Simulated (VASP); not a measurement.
## ZnO: single point with PBEsol

ZnO:

```
Zn O
1.0
     3.23493    0.00000    0.00000
    -1.61746    2.80153    0.00000
     0.00000    0.00000    7.36618
Zn O
2 2
Direct
  0.00000 0.00000 0.75000
  0.00000 0.00000 0.25000
  0.33333 0.66667 0.25000
  0.66667 0.33333 0.75000
```

This cell differs from its parent crystal: ratio of the length along z to the lengths across it x 1.05, volume and fractional coordinates fixed.

```
Program                : VASP 6.6.1
Task                   : single point
Functional             : PBEsol
Potentials or basis    : VASP PAW PBE potentials, release 64 (Zn, O)
Cutoff                 : 520 eV
k mesh                 : 12 × 12 × 4
Occupations            : gaussian, width 0.05 eV
Spin                   : no spin polarisation
Dipole correction      : no
Further INCAR settings : ALGO = Normal; EDIFF = 1e-06; NBANDS = 26
```

| Item | Value |
| --- | --- |
| Pressure | 0.7 GPa |
| Band gap on the k mesh | 0.81 eV |

Stress tensor (GPa, compression positive):
```
 1.41  0.00  0.00
 0.00  1.41  0.00
 0.00  0.00 -0.78
```

Levels at points of the mesh, in eV from the valence-band top:
| k point | band 14 | band 15 | band 16 | band 17 | band 18 | band 19 | band 20 | band 21 | band 22 | band 23 |
| --- | --- | --- | --- | --- | --- | --- | --- | --- | --- | --- |
| (0.00, 0.00, 0.00) | -2.16 | -0.01 | -0.01 | 0.00 | 0.00 | 0.81 | 3.23 | 4.91 | 10.36 | 10.39 |
| (0.50, 0.00, 0.00) | -3.68 | -2.03 | -1.97 | -1.07 | -1.06 | 4.85 | 5.63 | 6.16 | 8.43 | 8.73 |
| (0.00, 0.00, 0.50) | -2.86 | 0.00 | 0.00 | 0.00 | 0.00 | 1.84 | 1.84 | 6.89 | 6.89 | 13.34 |
| (0.50, 0.00, 0.50) | -3.88 | -2.00 | -2.00 | -1.04 | -1.04 | 5.05 | 5.05 | 7.48 | 7.48 | 8.67 |

It took 93 s on 1 thread of Intel Xeon 8259CL, on a shared host, peak memory 0.23 GiB.

Caveat: the PAW data sets were made with another functional, which shifts forces and pressure a little. A k mesh can miss the band edges.
